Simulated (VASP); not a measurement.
# BaS (Fm-3m) in VASP: notebook

Aim: see how the results for BaS move with the level of theory and the settings. Levels: LDA, revPBE+D3(BJ), PBE+D3(BJ). Tasks: single point.

Everything below comes from runs of VASP 6.6.1. Logs are shortened: lines on timing, memory, paths and dates and some standing lists are left out, and cuts for length are marked.

## 1. The cell of the first run

Symmetry: Fm-3m, No. 225, cubic system. Conventional cell: a = 6.313 Å, b = 6.313 Å, c = 6.313 Å, α = 90.00°, β = 90.00°, γ = 90.00°. Within 4.2 Å of Ba (site symmetry m-3m) lie 6 S at 3.16 Å. Within 4.2 Å of S (site symmetry m-3m) lie 6 Ba at 3.16 Å.

## 2. Single point, LDA (volume scaled by 1.02)

Input file INCAR:

```
PREC     = Accurate       # precision mode
ENCUT    = 520            # plane-wave cutoff, eV
EDIFF    = 1E-6           # SCF threshold, eV
ISMEAR   = 0              # smearing method
SIGMA    = 0.05           # smearing width, eV
LREAL    = F              # projectors in reciprocal space
LASPH    = T              # aspherical terms in the spheres
NELM     = 80             # most SCF steps
ALGO     = Normal         # electronic algorithm
ISIF     = 2              # what is computed and relaxed
LWAVE    = F              # write WAVECAR
LCHARG   = F              # write CHGCAR
NBANDS   = 15             # bands
```

Input file KPOINTS:

```
regular mesh
0
Gamma
  6 6 6
```

Input file POSCAR:

```
BaS
1.0
    0.0000000000      3.1563264242      3.1563264242
    3.1563264242      0.0000000000      3.1563264242
    3.1563264242      3.1563264242      0.0000000000
Ba S
1 1
Direct
    0.5000000000      0.5000000000      0.5000000000
    0.0000000000      0.0000000000      0.0000000000
```

Potentials or basis: VASP PAW LDA potentials, release 64 (Ba_sv, S).

Launch:

```console
$ cat potpaw_LDA.64/Ba_sv/POTCAR potpaw_LDA.64/S/POTCAR > POTCAR
$ mpirun -np 1 vasp_std > vasp.out
```

OUTCAR:

```text
PREC = Accurate
   ENCUT = 520
   EDIFF = 1E-6
   ISMEAR = 0
   LREAL = F
   LASPH = T
   NELM = 80
   ISIF = 2

 ion  position               nearest neighbor table
   1  0.500  0.500  0.500-   2 3.16   2 3.16   2 3.16   2 3.16   2 3.16   2 3.16
   2  0.000  0.000  0.000-   1 3.16   1 3.16   1 3.16   1 3.16   1 3.16   1 3.16

  LATTYP: Found a face centered cubic cell.
 ALAT       =     6.3126528484

  Lattice vectors:

 A1 = (   0.0000000000,   3.1563264242,   3.1563264242)
 A2 = (   3.1563264242,   0.0000000000,   3.1563264242)
 A3 = (   3.1563264242,   3.1563264242,   0.0000000000)

Analysis of symmetry for initial positions (statically):
[... 5 lines left out ...]
 face centered cubic supercell.

 Subroutine GETGRP returns: Found 48 space group operations
 (whereof 48 operations were pure point group operations)
 out of a pool of 48 trial point group operations.

The static configuration has the point symmetry O_h .

Analysis of symmetry for dynamics (positions and initial velocities):
[... 5 lines left out ...]
 face centered cubic supercell.

 Subroutine GETGRP returns: Found 48 space group operations
 (whereof 48 operations were pure point group operations)
 out of a pool of 48 trial point group operations.

The dynamic configuration has the point symmetry O_h .

 Subroutine INISYM returns: Found 48 space group operations
 (whereof 48 operations are pure point group operations),
 and found     1 'primitive' translations

----------------------------------------------------------------------------------------

                                     Primitive cell

  volume of cell :      62.8892

  direct lattice vectors                    reciprocal lattice vectors
     0.000000000  3.156326424  3.156326424    -0.158412006  0.158412006  0.158412006
     3.156326424  0.000000000  3.156326424     0.158412006 -0.158412006  0.158412006
     3.156326424  3.156326424  0.000000000     0.158412006  0.158412006 -0.158412006

  length of vectors
     4.463719636  4.463719636  4.463719636     0.274377643  0.274377643  0.274377643

  position of ions in fractional coordinates (direct lattice)
     0.500000000  0.500000000  0.500000000
     0.000000000  0.000000000  0.000000000

  ion indices of the primitive-cell ions
   primitive index   ion index
                 1           1
                 2           2

----------------------------------------------------------------------------------------

 KPOINTS: regular mesh

Automatic generation of k-mesh.
 Grid dimensions read from file:
 generate k-points for:    6    6    6

 Generating k-lattice:

  Cartesian coordinates                     Fractional coordinates (reciprocal lattice)
    -0.026402001  0.026402001  0.026402001     0.166666667  0.000000000  0.000000000
     0.026402001 -0.026402001  0.026402001     0.000000000  0.166666667  0.000000000
     0.026402001  0.026402001 -0.026402001     0.000000000  0.000000000  0.166666667

  Length of vectors
     0.045729607  0.045729607  0.045729607

  Shift w.r.t. Gamma in fractional coordinates (k-lattice)
     0.000000000  0.000000000  0.000000000

 Subroutine IBZKPT returns following result:
 ===========================================

 Found     16 irreducible k-points:

 Following reciprocal coordinates:
            Coordinates               Weight
  0.000000  0.000000  0.000000      1.000000
  0.166667  0.000000  0.000000      8.000000
  0.333333  0.000000  0.000000      8.000000
  0.500000  0.000000  0.000000      4.000000
  0.166667  0.166667  0.000000      6.000000
  0.333333  0.166667  0.000000     24.000000
[... 8 lines left out ...]
 -0.333333  0.333333  0.166667     24.000000
 -0.333333  0.500000  0.166667     12.000000
   k-points           NKPTS =     16   k-points in BZ     NKDIM =     16   number of bands    NBANDS=     15
   number of dos      NEDOS =    301   number of ions     NIONS =      2
   total plane-waves  NPLWV =  46656
   dimension x,y,z NGX =    36 NGY =   36 NGZ =   36
   dimension x,y,z NGXF=    72 NGYF=   72 NGZF=   72
   ions per type =               1   1
   NGX,Y,Z   is equivalent  to a cutoff of  13.41, 13.41, 13.41 a.u.
   NGXF,Y,Z  is equivalent  to a cutoff of  26.82, 26.82, 26.82 a.u.
 SYSTEM =  unknown system
   PREC   = accura    normal or accurate (medium, high low for compatibility)
   ISTART =      0    job   : 0-new  1-cont  2-samecut
   ICHARG =      2    charge: 1-file 2-atom 10-const
   ISPIN  =      1    spin polarized calculation?
   LNONCOLLINEAR =      F non collinear calculations
   LSORBIT =      F    spin-orbit coupling
   LASPH  =      T    aspherical Exc in radial PAW
   ENCUT  =  520.0 eV  38.22 Ry    6.18 a.u.   8.30  8.30  8.30*2*pi/ulx,y,z
   NELM   =     80;   NELMIN=  2; NELMDL= -5     # of ELM steps
   EDIFF  = 0.1E-05   stopping-criterion for ELM
   LREAL  =      F    real-space projection
   EDIFFG = 0.1E-04   stopping-criterion for IOM
   NSW    =      0    number of steps for IOM
   IBRION =     -1    ionic relax: 0-MD 1-quasi-New 2-CG
   NFREE  =      0    steps in history (QN), initial steepest desc. (CG)
   ISIF   =      2    stress and relaxation
   ISYM   =      2    0-nonsym 1-usesym 2-fastsym
   POTIM  = 0.5000    time-step for ionic-motion
   TEBEG  =    0.0;   TEEND  =   0.0 temperature during run
   PSTRESS=    0.0 pullay stress
   NELECT =      16.0000    total number of electrons
   NUPDOWN=      -1.0000    fix difference up-down
   EMIN   =  10.00;   EMAX   =-10.00  energy-range for DOS
   EFERMI =   0.00;   METHOD = LEGACY
   ISMEAR =     0;   SIGMA  =   0.05  broadening in eV -4-tet -1-fermi 0-gaus
   EFERMI_NEDOS =   21; number of points for ismear=-14 and -15
   IALGO  =     38    algorithm
   IMIX   =      4    mixing-type and parameters
     AMIX     =   0.40;   BMIX     =  1.00
     AMIX_MAG =   1.60;   BMIX_MAG =  1.00
  volume/ion in A,a.u.               =      31.44       212.20
  Fermi-wavevector in a.u.,A,eV,Ry     =   1.037344  1.960296 14.641000  1.076083
  Thomas-Fermi vector in A             =   2.171778
   LORBIT       =      0    0 simple, 1 ext, 2 COOP (PROOUT), +10 PAW based schemes
   GGA     = CA    functional components
   LHFCALC =     F    Hartree Fock is set to
   AEXX    =    0.0000 exact exchange contribution
   IVDW    =     0    specifies the selected vdW correction
   LEPSILON=     F    determine dielectric tensor
   LRPA    =     F    only Hartree local field effects (RPA)
 non-spin polarized calculation
 Gauss-broadening in eV      SIGMA  =   0.05
  energy-cutoff  :      520.00
  volume of cell :       62.89
 maximum number of plane-waves:      1711
 NGX is ok and might be reduce to    36
   NGX = 17   NGY = 17   NGZ = 17

 number of electron      15.9999998 magnetization

 Free energy of the ion-electron system (eV)
  ---------------------------------------------------
  ext. energy  EPLUGINS =         0.00000000
  ---------------------------------------------------
  free energy    TOTEN  =       -11.17439222 eV

  energy without entropy =      -11.17439222  energy(sigma->0) =      -11.17439222

 E-fermi :   1.6385     XC(G=0):  -9.1360

 val. band max:        1.4323091620   @ k =   0.0000   0.0000   0.0000
 cond. band min:       3.2685269658   @ k =   0.5000   0.5000   0.0000
 fundamental gap:      1.8362178038
 Fermi energy:         1.6385167953

 k-point     1 :       0.0000    0.0000    0.0000
  band No.  band energies     occupation
      1     -24.4638      2.00000
      2      -9.5321      2.00000
      3      -9.5321      2.00000
      4      -9.5321      2.00000
      5      -8.9384      2.00000
      6       1.4323      2.00000
      7       1.4323      2.00000
      8       1.4323      2.00000
      9       4.9176      0.00000
     10       5.1330      0.00000
     11       5.1330      0.00000
     12       5.1330      0.00000
     13       6.1567      0.00000
     14       6.1567      0.00000
     15       9.9300      0.00000

 k-point     2 :       0.1667    0.0000    0.0000
  band No.  band energies     occupation
      1     -24.4500      2.00000
      2     -10.0946      2.00000
      3      -9.5435      2.00000
      4      -9.5435      2.00000
      5      -8.3531      2.00000
      6       0.7155      2.00000
      7       1.0510      2.00000
      8       1.0510      2.00000
      9       5.1758      0.00000
     10       5.5643      0.00000
     11       5.5643      0.00000
     12       5.9489      0.00000
     13       6.9920      0.00000
     14       6.9920      0.00000
     15      11.0581      0.00000

 k-point     3 :       0.3333    0.0000    0.0000
  band No.  band energies     occupation
      1     -24.4223      2.00000
      2     -10.6560      2.00000
      3      -9.5660      2.00000
      4      -9.5660      2.00000
      5      -7.7405      2.00000
      6      -0.2695      2.00000
      7       0.4777      2.00000
      8       0.4777      2.00000
      9       5.7588      0.00000
     10       6.7151      0.00000
     11       6.7151      0.00000
     12       7.4504      0.00000
     13       8.8511      0.00000
     14       8.8511      0.00000
     15      11.9049      0.00000

 k-point     4 :       0.5000    0.0000    0.0000
  band No.  band energies     occupation
      1     -24.4082      2.00000
      2     -10.8643      2.00000
      3      -9.5770      2.00000
      4      -9.5770      2.00000
      5      -7.5026      2.00000
      6      -0.6666      2.00000
      7       0.2451      2.00000
      8       0.2451      2.00000
      9       6.9437      0.00000
     10       7.0090      0.00000
     11       7.7414      0.00000
     12       7.7414      0.00000
     13      10.3496      0.00000
     14      10.3496      0.00000
     15      10.6032      0.00000
[... 163 lines left out ...]
 k-point    14 :       0.5000    0.3333    0.1667
  band No.  band energies     occupation
      1     -24.4047      2.00000
      2     -10.4769      2.00000
      3      -9.7870      2.00000
      4      -9.6670      2.00000
      5      -8.0275      2.00000
      6       0.0392      2.00000
      7       0.5447      2.00000
      8       1.0224      2.00000
      9       4.7201      0.00000
     10       6.9057      0.00000
     11       7.6269      0.00000
     12       7.8666      0.00000
     13       8.8482      0.00000
     14      10.3256      0.00000
     15      10.7046      0.00000

 k-point    15 :      -0.3333    0.3333    0.1667
  band No.  band energies     occupation
      1     -24.3957      2.00000
      2     -10.4689      2.00000
      3      -9.8536      2.00000
      4      -9.7394      2.00000
      5      -8.0167      2.00000
      6       0.0429      2.00000
      7       0.6951      2.00000
      8       0.7712      2.00000
      9       5.7540      0.00000
     10       5.8716      0.00000
     11       8.1413      0.00000
     12       8.4735      0.00000
     13       8.8575      0.00000
     14      10.8405      0.00000
     15      11.0777      0.00000

 k-point    16 :      -0.3333    0.5000    0.1667
  band No.  band energies     occupation
      1     -24.3916      2.00000
      2     -10.1082      2.00000
      3     -10.0260      2.00000
      4      -9.8509      2.00000
      5      -8.3244      2.00000
      6       0.4640      2.00000
      7       0.9150      2.00000
      8       1.0405      2.00000
      9       4.4400      0.00000
     10       6.8876      0.00000
     11       7.6650      0.00000
     12       8.4643      0.00000
     13       9.0482      0.00000
     14       9.8324      0.00000
     15      11.3248      0.00000

------------------------ aborting loop because EDIFF is reached ----------------------------------------

  FORCE on cell =-STRESS in cart. coord.  units (eV):
  Direction    XX          YY          ZZ          XY          YZ          ZX
  --------------------------------------------------------------------------------------
  -------------------------------------------------------------------------------------
  Total       -0.0910875     -0.0910875     -0.0910875     -0.0000000      0.0000000     -0.0000000
  in kB       -2.3205644     -2.3205644     -2.3205644     -0.0000000      0.0000000     -0.0000000
  external PRESSURE =      -2.3205644 kB  Pullay stress =       0.0000000 kB

 VOLUME and BASIS-vectors are now :
 -----------------------------------------------------------------------------
  energy-cutoff  :      520.00
  volume of cell :       62.89
      direct lattice vectors                 reciprocal lattice vectors
     0.000000000  3.156326424  3.156326424    -0.158412006  0.158412006  0.158412006
     3.156326424  0.000000000  3.156326424     0.158412006 -0.158412006  0.158412006
     3.156326424  3.156326424  0.000000000     0.158412006  0.158412006 -0.158412006

 POSITION                                       TOTAL-FORCE (eV/Angst)
 -----------------------------------------------------------------------------------
      3.15633      3.15633      3.15633         0.000000     -0.000000     -0.000000
      0.00000      0.00000      0.00000        -0.000000      0.000000      0.000000
 -----------------------------------------------------------------------------------
    total drift:                                0.000000      0.000000      0.000000

  FREE ENERGIE OF THE ION-ELECTRON SYSTEM (eV)
  ---------------------------------------------------
  free  energy   TOTEN  =       -11.1743922160 eV

  energy  without entropy=      -11.1743922159  energy(sigma->0) =      -11.17439222
```

It took 7.2 s on 1 thread of Intel Xeon 6975P-C (Granite Rapids), shared host; peak memory 0.17 GiB.

What came out:

| Property | Result |
| --- | --- |
| Free energy | -11.1744 eV |
| Pressure | -0.2 GPa |
| Band gap on the k mesh | 1.84 eV, indirect (least direct gap 1.95 eV) |

Caveat: the cell differs from its parent crystal (volume scaled by 1.02); spin-orbit coupling is left out, which moves the levels of the heavy elements. A k mesh can miss the band edges.

## 3. Single point, LDA (volume scaled by 1.04)

Input file INCAR:

```
ALGO = Normal ; EDIFF = 1E-7
ENCUT = 520 ; GGA = CA
ISIF = 2 ; ISMEAR = 0
LASPH = T ; LCHARG = T
LELF = T ; LREAL = F
LVHAR = T ; LWAVE = F
NBANDS = 15 ; NELM = 60
PREC = Accurate ; SIGMA = 0.05
```

Input file KPOINTS:

```
k-points
0
Gamma
  6 6 6
```

Input file POSCAR:

```
BaS
1.0
    0.0000000000      3.1768226247      3.1768226247
    3.1768226247      0.0000000000      3.1768226247
    3.1768226247      3.1768226247      0.0000000000
Ba S
1 1
Direct
    0.5000000000      0.5000000000      0.5000000000
    0.0000000000      0.0000000000      0.0000000000
```

Potentials or basis: VASP PAW LDA potentials, release 64 (Ba_sv, S).

Launch:

```console
$ cat potpaw_LDA.64/Ba_sv/POTCAR potpaw_LDA.64/S/POTCAR > POTCAR
$ mpirun -np 1 vasp_std > vasp.out
```

It took 8 s on 1 thread of Intel Xeon 6975P-C (Granite Rapids), shared host; peak memory 0.17 GiB.

Results (log left out):

| Item | Value |
| --- | --- |
| Free energy | -11.1692 eV |
| Pressure | -1.1 GPa |
| Band gap on the k mesh | 1.87 eV, indirect (least direct gap 2.00 eV) |

Levels at points of the mesh, in eV from the valence-band top:
```csv
k point,band 5,band 6,band 7,band 8,band 9,band 10,band 11,band 12
"(0.00, 0.00, 0.00)",-10.34,0.00,0.00,0.00,3.39,3.70,3.70,3.70
"(0.50, 0.00, 0.00)",-9.00,-2.05,-1.15,-1.15,5.45,5.52,6.24,6.24
"(0.50, 0.50, 0.00)",-10.24,-0.52,-0.13,-0.13,1.87,5.90,5.93,7.49
```

Caveat: the cell differs from its parent crystal (volume scaled by 1.04); spin-orbit coupling is left out, which moves the levels of the heavy elements.

## 4. Single point, revPBE+D3(BJ)

This run uses another cell than the first one, of 32.14 Å³/atom, 1.022 times its volume.

Input file INCAR:

```
PREC = Accurate ; ENCUT = 520
EDIFF = 1E-6 ; ISMEAR = 0
SIGMA = 0.05 ; LREAL = F
LASPH = T ; NELM = 100
ALGO = Normal ; ISIF = 2
LWAVE = F ; LCHARG = F
GGA = RE ; IVDW = 12
NBANDS = 15
```

Input file KPOINTS:

```
regular mesh
0
Gamma
  6 6 6
```

Input file POSCAR:

```
BaS
1.0
    0.0000000000      3.1794509277      3.1794509277
    3.1794509277      0.0000000000      3.1794509277
    3.1794509277      3.1794509277      0.0000000000
Ba S
1 1
Direct
    0.5000000000      0.5000000000      0.5000000000
    0.0000000000      0.0000000000      0.0000000000
```

Potentials or basis: VASP PAW PBE potentials, release 64 (Ba_sv, S).

Launch:

```console
$ cat potpaw_PBE.64/Ba_sv/POTCAR potpaw_PBE.64/S/POTCAR > POTCAR
$ mpirun -np 1 vasp_std > vasp.out
```

Wall time 9.2 s (1 thread of Intel Xeon 6975P-C (Granite Rapids), shared host); peak memory 0.21 GiB.

It converged, with:

```
Free energy                : -10.6492 eV
Pressure                   : 0.6 GPa
Band gap on the k mesh     : 2.19 eV, indirect (least direct gap 2.32 eV)
Dispersion energy per atom : -0.495 eV
```

Levels at points of the mesh, in eV from the valence-band top:
```csv
k point,band 5,band 6,band 7,band 8,band 9,band 10,band 11,band 12
"(0.00, 0.00, 0.00)",-10.37,0.00,0.00,0.00,3.84,3.94,3.94,3.94
"(0.50, 0.00, 0.00)",-9.09,-1.92,-1.10,-1.10,5.67,5.86,6.41,6.41
"(0.50, 0.50, 0.00)",-10.28,-0.50,-0.13,-0.13,2.19,5.97,6.19,7.60
```

Caveat: the PAW data sets were made with another functional, which shifts forces and pressure a little; spin-orbit coupling is left out, which moves the levels of the heavy elements. A k mesh can miss the band edges.

## 5. Single point, revPBE+D3(BJ) (volume scaled by 0.98)

Input file INCAR:

```
ALGO = Normal ; EDIFF = 1E-6
ENCUT = 520 ; GGA = RE
ISIF = 2 ; ISMEAR = 0
IVDW = 12 ; LASPH = T
LCHARG = F ; LREAL = F
LWAVE = F ; NBANDS = 15
NELM = 60 ; PREC = Accurate
SIGMA = 0.05
```

Input file KPOINTS:

```
k-points
0
Gamma
  6 6 6
```

Input file POSCAR:

```
BaS
1.0
    0.0000000000      3.1581116879      3.1581116879
    3.1581116879      0.0000000000      3.1581116879
    3.1581116879      3.1581116879      0.0000000000
Ba S
1 1
Direct
    0.5000000000      0.5000000000      0.5000000000
    0.0000000000      0.0000000000      0.0000000000
```

Launch:

```console
$ cat potpaw_PBE.64/Ba_sv/POTCAR potpaw_PBE.64/S/POTCAR > POTCAR
$ mpirun -np 1 vasp_std > vasp.out
```

It took 10 s on 1 thread of Intel Xeon 6975P-C (Granite Rapids), shared host; peak memory 0.21 GiB.

Results (log left out):

```
Free energy                : -10.6402 eV
Pressure                   : 1.6 GPa
Band gap on the k mesh     : 2.15 eV, indirect (least direct gap 2.27 eV)
Dispersion energy per atom : -0.505 eV
```

Levels at points of the mesh, in eV from the valence-band top:
```tsv
k point	band 4	band 5	band 6	band 7	band 8	band 9	band 10	band 11	band 12	band 13
(0.00, 0.00, 0.00)	-11.06	-10.40	0.00	0.00	0.00	3.94	3.94	3.94	3.94	4.86
(0.50, 0.00, 0.00)	-11.10	-9.02	-1.97	-1.14	-1.14	5.74	5.92	6.49	6.49	9.14
(0.50, 0.50, 0.00)	-11.27	-10.32	-0.47	-0.12	-0.12	2.15	6.02	6.32	7.71	7.71
```

Caveat: the cell differs from its parent crystal (volume scaled by 0.98); the PAW data sets were made with another functional, which shifts forces and pressure a little; spin-orbit coupling is left out, which moves the levels of the heavy elements. A k mesh can miss the band edges.

[end of part 1 of 2]
